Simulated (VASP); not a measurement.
# Ga: single point with PBEsol

The system is Ga.

```
Ga
1.0
    -2.98416    2.98416    2.98416
     2.98416   -2.98416    2.98416
     2.98416    2.98416   -2.98416
Ga
6
Direct
  0.25000 0.62500 0.37500
  0.37500 0.25000 0.62500
  0.75000 0.87500 0.12500
  0.12500 0.75000 0.87500
  0.62500 0.37500 0.25000
  0.87500 0.12500 0.75000
```

```
Program                 : VASP 6.6.1
Task                    : single point
Functional              : PBEsol
Potentials or basis     : VASP PAW PBE potentials, release 64 (Ga_d)
Cutoff                  : 520 eV
k mesh                  : 8 × 8 × 8
Occupations             : gaussian, width 0.1 eV
Spin                    : no spin polarisation
Dipole correction       : no
k mesh for the DOS      : 12 × 12 × 12
Occupations for the DOS : tetrahedron
Further INCAR settings  : ALGO = Fast; EDIFF = 1e-06
```

| Property | Result |
| --- | --- |
| Valence electrons inside the program's atomic spheres | Ga 11.58 |

Levels at points of the mesh, in eV from the Fermi level:
| k point | band 37 | band 38 | band 39 | band 40 | band 41 | band 42 |
| --- | --- | --- | --- | --- | --- | --- |
| (0.00, 0.00, 0.00) | -2.39 | -2.39 | -2.39 | -2.01 | -2.01 | -2.01 |
| (0.50, 0.00, 0.00) | -0.92 | -0.92 | -0.36 | -0.36 | 2.96 | 2.96 |
| (0.50, 0.50, 0.50) | 1.45 | 1.45 | 1.63 | 1.63 | 1.63 | 1.63 |

Run time: 9 min on 1 thread of Intel(R) Xeon(R) Platinum 8259CL CPU @ 2.50GHz (Skylake/Cascade Lake), with other jobs on the host, peak memory 0.38 GiB.
